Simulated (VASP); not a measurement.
# HfB in VASP: further runs, part 2 of 2

VASP 6.6.1. The steps go on from the part before.

### Step 3. Electric field gradients, PBE (x and y stretched by +1 %, z held)

INCAR reads:

```
  PREC = Accurate
  ENCUT = 520
  EDIFF = 1E-8
  ISMEAR = -1
  SIGMA = 0.03
  LREAL = F
  LASPH = T
  NELM = 80
  ALGO = Normal
  ISIF = 2
  LWAVE = F
  LCHARG = F
  GGA = PE
  LEFG = T
  NBANDS = 14
```

KPOINTS reads:

```
regular mesh
0
Gamma
  12 12 12
```

POSCAR reads:

```
HfB
1.0
    0.0000000000      2.3331000000      2.3100000000
    2.3331000000      0.0000000000      2.3100000000
    2.3331000000      2.3331000000      0.0000000000
Hf B
1 1
Direct
    0.5000000000      0.5000000000      0.5000000000
    0.0000000000      0.0000000000      0.0000000000
```

Potentials or basis: VASP PAW PBE potentials, release 64 (Hf_pv, B).

On the command line:

```
$ cat potpaw_PBE.64/Hf_pv/POTCAR potpaw_PBE.64/B/POTCAR > POTCAR
$ mpirun -np 1 vasp_std > vasp.out
```

OUTCAR:

```text
PREC = Accurate
   ENCUT = 520
   EDIFF = 1E-8
   ISMEAR = -1
   LREAL = F
   LASPH = T
   NELM = 80
   ISIF = 2
   GGA = PE

 ion  position               nearest neighbor table
   1  0.500  0.500  0.500-   2 2.31   2 2.31   2 2.33   2 2.33   2 2.33   2 2.33
   2  0.000  0.000  0.000-   1 2.31   1 2.31   1 2.33   1 2.33   1 2.33   1 2.33

  LATTYP: Found a body centered tetragonal cell.
 ALAT       =     3.2995016624
 C/A-ratio  =     1.4002114479

  Lattice vectors:

 A1 = (   0.0000000000,  -2.3331000000,  -2.3100000000)
 A2 = (   0.0000000000,   2.3331000000,  -2.3100000000)
 A3 = (   2.3331000000,   0.0000000000,   2.3100000000)

Analysis of symmetry for initial positions (statically):
=====================================================================
 Subroutine PRICEL returns:
 Original cell was already a primitive cell.

 Routine SETGRP: Setting up the symmetry group for a
 body centered tetragonal supercell.

 Subroutine GETGRP returns: Found 16 space group operations
 (whereof 16 operations were pure point group operations)
 out of a pool of 16 trial point group operations.

The static configuration has the point symmetry D_4h.

Analysis of symmetry for dynamics (positions and initial velocities):
=====================================================================
 Subroutine PRICEL returns:
 Original cell was already a primitive cell.

 Routine SETGRP: Setting up the symmetry group for a
 body centered tetragonal supercell.

 Subroutine GETGRP returns: Found 16 space group operations
 (whereof 16 operations were pure point group operations)
 out of a pool of 16 trial point group operations.

The dynamic configuration has the point symmetry D_4h.

 Subroutine INISYM returns: Found 16 space group operations
 (whereof 16 operations are pure point group operations),
 and found     1 'primitive' translations

----------------------------------------------------------------------------------------

                                     Primitive cell

  volume of cell :      25.1483

  direct lattice vectors                    reciprocal lattice vectors
     0.000000000  2.333100000  2.310000000    -0.214307145  0.214307145  0.216450216
     2.333100000  0.000000000  2.310000000     0.214307145 -0.214307145  0.216450216
     2.333100000  2.333100000  0.000000000     0.214307145  0.214307145 -0.216450216

  length of vectors
     3.283208128  3.283208128  3.299501662     0.372432277  0.372432277  0.372432277

  position of ions in fractional coordinates (direct lattice)
     0.500000000  0.500000000  0.500000000
     0.000000000  0.000000000  0.000000000

  ion indices of the primitive-cell ions
   primitive index   ion index
                 1           1
                 2           2

----------------------------------------------------------------------------------------

[... 85 lines left out ...]
   EFERMI_NEDOS =   21; number of points for ismear=-14 and -15
   IALGO  =     38    algorithm
   IMIX   =      4    mixing-type and parameters
     AMIX     =   0.40;   BMIX     =  1.00
     AMIX_MAG =   1.60;   BMIX_MAG =  1.00
  volume/ion in A,a.u.               =      12.57        84.85
  Fermi-wavevector in a.u.,A,eV,Ry     =   1.313872  2.482858 23.487188  1.726260
  Thomas-Fermi vector in A             =   2.444164
   LORBIT       =      0    0 simple, 1 ext, 2 COOP (PROOUT), +10 PAW based schemes
   GGA     = PE    functional components
   LHFCALC =     F    Hartree Fock is set to
   AEXX    =    0.0000 exact exchange contribution
   IVDW    =     0    specifies the selected vdW correction
   LEPSILON=     F    determine dielectric tensor
   LRPA    =     F    only Hartree local field effects (RPA)
 non-spin polarized calculation
  energy-cutoff  :      520.00
  volume of cell :       25.15
 maximum number of plane-waves:       692
   NGX = 13   NGY = 13   NGZ = 13

 number of electron      13.0000001 magnetization

 Free energy of the ion-electron system (eV)
  ---------------------------------------------------
  ext. energy  EPLUGINS =         0.00000000
  ---------------------------------------------------
  free energy    TOTEN  =       -17.24203140 eV

  energy without entropy =      -17.24003964  energy(sigma->0) =      -17.24103552

 E-fermi :   5.0097     XC(G=0): -12.2079

 val. band max:        5.0061986152   @ k =   0.2500  -0.0000   0.0000
 cond. band min:       5.0169273438   @ k =   0.5000   0.0000   0.2500
 fundamental gap:      0.0107287286
 Fermi energy:         5.0096980983

 k-point     1 :       0.0000    0.0000    0.0000
  band No.  band energies     occupation
      1     -23.4075      2.00000
      2     -23.4067      2.00000
      3     -23.4067      2.00000
      4      -4.5104      2.00000
      5       7.1400      0.00000
      6       7.1400      0.00000
      7       7.2591      0.00000
      8       8.8770      0.00000
      9       8.8770      0.00000
     10       8.9482      0.00000
     11       9.0870      0.00000
     12       9.2067      0.00000
     13      16.5979      0.00000
     14      17.7141      0.00000
[... 377 lines left out ...]
      1     -24.0213      2.00000
      2     -23.6049      2.00000
      3     -23.5117      2.00000
      4       0.1864      2.00000
      5       0.8857      2.00000
      6       3.8493      2.00000
      7       4.0157      2.00000
      8      10.5979      0.00000
      9      11.0152      0.00000
     10      11.8050      0.00000
     11      15.7226      0.00000
     12      16.7575      0.00000
     13      17.8711      0.00000
     14      20.0517      0.00000

 [... further k-points ...]

------------------------ aborting loop because EDIFF is reached ----------------------------------------

  FORCE on cell =-STRESS in cart. coord.  units (eV):
  Direction    XX          YY          ZZ          XY          YZ          ZX
  --------------------------------------------------------------------------------------
  -------------------------------------------------------------------------------------
  Total        3.7051823      3.7051823      4.5026982      0.0000000      0.0000000      0.0000000
  in kB      236.0540651    236.0540651    286.8631332      0.0000000      0.0000000      0.0000000
  external PRESSURE =     252.9904211 kB  Pullay stress =       0.0000000 kB

 VOLUME and BASIS-vectors are now :
 -----------------------------------------------------------------------------
  energy-cutoff  :      520.00
  volume of cell :       25.15
      direct lattice vectors                 reciprocal lattice vectors
     0.000000000  2.333100000  2.310000000    -0.214307145  0.214307145  0.216450216
     2.333100000  0.000000000  2.310000000     0.214307145 -0.214307145  0.216450216
     2.333100000  2.333100000  0.000000000     0.214307145  0.214307145 -0.216450216

 POSITION                                       TOTAL-FORCE (eV/Angst)
 -----------------------------------------------------------------------------------
      2.33310      2.33310      2.31000         0.000000     -0.000000     -0.000000
      0.00000      0.00000      0.00000        -0.000000      0.000000      0.000000
 -----------------------------------------------------------------------------------
    total drift:                               -0.000000     -0.000000      0.000000

  FREE ENERGIE OF THE ION-ELECTRON SYSTEM (eV)
  ---------------------------------------------------
  free  energy   TOTEN  =       -17.2420313975 eV

  energy  without entropy=      -17.2400396430  energy(sigma->0) =      -17.24103552

 Electric field gradients (V/A^2)
---------------------------------------------------------------------
 ion       V_xx      V_yy      V_zz      V_xy      V_xz      V_yz
---------------------------------------------------------------------
   1       7.870     7.870   -15.740    -0.001     0.000     0.000
   2       0.127     0.127    -0.253     0.000     0.000     0.000
---------------------------------------------------------------------

 Electric field gradients after diagonalization (V/A^2)
 (convention: |V_zz| > |V_xx| > |V_yy|)
----------------------------------------------------------------------
 ion       V_xx      V_yy      V_zz     asymmetry (V_yy - V_xx)/ V_zz
----------------------------------------------------------------------
   1       7.871     7.869   -15.740       0.000
   2       0.127     0.127    -0.253       0.000
----------------------------------------------------------------------

           NMR quadrupolar parameters

 Cq : quadrupolar parameter    Cq=e*Q*V_zz/h
 eta: asymmetry parameters     (V_yy - V_xx)/ V_zz
 Q  : nuclear electric quadrupole moment in mb (millibarn)
----------------------------------------------------------------------
 ion       Cq(MHz)       eta       Q (mb)
----------------------------------------------------------------------
   1      -0.038       0.000       1.000
   2      -0.001       0.000       1.000
----------------------------------------------------------------------
```

stdout:

```text
POSCAR found type information on POSCAR HfB
 POSCAR found :  2 types and       2 ions
 scaLAPACK will be used
 LDA part: xc-table for (Slater+PW92), standard interpolation
 POSCAR, INCAR and KPOINTS ok, starting setup
 FFT: planning ... GRIDC
 FFT: planning ... GRID_SOFT
 FFT: planning ... GRID
 WAVECAR not read
 entering main loop
ion   1

ion   2
```

It took 29 s on 1 thread of Intel Xeon Platinum 8488C (Sapphire Rapids), shared host; peak memory 0.19 GiB.

Results:

```yaml
Free_energy: -17.2420 eV
Pressure: 25.3 GPa
```

Stress tensor (GPa, compression positive):
```
23.61  0.00  0.00
 0.00 23.61  0.00
 0.00  0.00 28.69
```

Levels at points of the mesh, in eV from the Fermi level:
```csv
k point,band 3,band 4,band 5,band 6,band 7,band 8,band 9,band 10,band 11,band 12
"(0.00, 0.00, 0.00)",-28.42,-9.52,2.13,2.13,2.25,3.87,3.87,3.94,4.08,4.20
"(0.50, 0.00, 0.00)",-28.48,-4.97,-4.15,-1.36,-1.33,6.35,6.44,7.42,8.33,13.74
"(0.50, 0.50, 0.00)",-28.67,-6.67,-1.07,-0.90,2.24,2.24,6.12,7.73,7.73,9.18
"(0.50, 0.00, 0.50)",-28.65,-6.70,-1.05,-1.02,2.30,2.34,6.10,7.67,7.79,9.14
```

Electric field gradients, principal values (V/Å²):
| atom | least | middle | greatest (by size) |
| --- | --- | --- | --- |
| 1 Hf | 7.869 | 7.871 | -15.740 |
| 2 B | 0.127 | 0.127 | -0.253 |

Caveat: the cell differs from its parent crystal (x and y stretched by +1 %, z held); without QUAD_EFG the Cq values of the log hold for a quadrupole moment of 1 mb, not for the nuclei; spin-orbit coupling is left out, which moves the levels of the heavy elements.
